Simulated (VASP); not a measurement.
Runs of VASP 6.6.1 on Li2H. The structure is that of space group I4/mmm (No. 139), or close to it. The cells are those of the table. 

```csv
task,potentials or basis,cell,k mesh,cutoff (eV),second run,gap on the mesh (eV),pressure (GPa),largest force (eV/Å)
single point,"VASP PAW PBE potentials, release 64 (Li_sv, H)","a = 4.023 Å, angles 123.0, 123.0, 84.9°, 3 atoms",18 × 18 × 18,520,-,none,-,0.01
single point,"VASP PAW PBE potentials, release 64 (Li_sv, H)","a = 3.670 Å, angles 125.0, 125.0, 81.5°, 3 atoms",8 × 8 × 8,520,-,none,-,(b)
single point,"VASP PAW PBE potentials, release 64 (Li_sv, H_h)","a = 3.670 Å, angles 125.0, 125.0, 81.5°, 3 atoms",8 × 8 × 8,910,hard_potentials,none,(a),19.79
relaxation of cell and atoms,"VASP PAW PBE potentials, release 64 (Li_sv, H)","relaxed from a = 3.670 Å, angles 125.0, 125.0, 81.5°, 3 atoms",8 × 8 × 8,600,-,none,-0.1,0.04
single point,"VASP PAW PBE potentials, release 64 (Li_sv, H)","a = 4.012 Å, angles 123.2, 123.2, 84.6°, 3 atoms",8 × 8 × 8,520,-,none,-,0.02
```

Alike in all rows: level PBE; no spin polarisation; smearing gaussian 0.1 eV.

Task: Estimate the missing entries.

Result: (a) 21.7; (b) 20.27.

Caveats: the cutoff is under 1.25 times the usual one of these potentials, so pressure, stress and relaxed cells hold a basis-set (Pulay) error (some runs); forces of over 1 eV/Å act on the atoms, so gaps and moduli don't describe the material at rest (some runs).

A gap of «none» marks levels without a gap at the run's occupations.
